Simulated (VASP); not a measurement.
BP, 2 atoms in the cell. The structure is cubic, space group F-43m (No. 216). The conventional cell has a = 4.626 Å, b = 4.626 Å, c = 4.626 Å, α = 90.00°, β = 90.00°, γ = 90.00°. B (site symmetry -43m) has 4 P at 2.00 Å within 2.7 Å. P (site symmetry -43m) has 4 B at 2.00 Å within 2.7 Å.  This cell differs from its parent crystal: volume changed by +6%.

```yaml
Program: VASP 6.6.1
Task: single point
Functional: r2SCAN
Potentials_or_basis: VASP PAW PBE potentials, release 64 (B, P)
Cutoff: 520 eV
k_mesh: 8 × 8 × 8
Occupations: gaussian, width 0.01 eV
Spin: no spin polarisation
Dipole_correction: no
Further_INCAR_settings: ALGO = Normal; EDIFF = 1e-07; NBANDS = 11
```

Potentials or basis: VASP PAW PBE potentials, release 64 (B, P).

Command:

```sh
$ cat potpaw_PBE.64/B/POTCAR potpaw_PBE.64/P/POTCAR > POTCAR
$ cp INCAR.step1 INCAR
$ mpirun -np 1 vasp_std > vasp.out
$ cp INCAR.step2 INCAR
$ mpirun -np 1 vasp_std > vasp.out
```

Hardware: 1 thread of Intel(R) Xeon(R) Platinum 8259CL CPU @ 2.50GHz (Skylake/Cascade Lake), on a shared host.

Problem. How long does it take, and how much memory?

Solution. Run time: 22 s on 1 thread of Intel(R) Xeon(R) Platinum 8259CL CPU @ 2.50GHz (Skylake/Cascade Lake), with other jobs on the host, peak memory 0.14 GiB. Counts: k points 29.
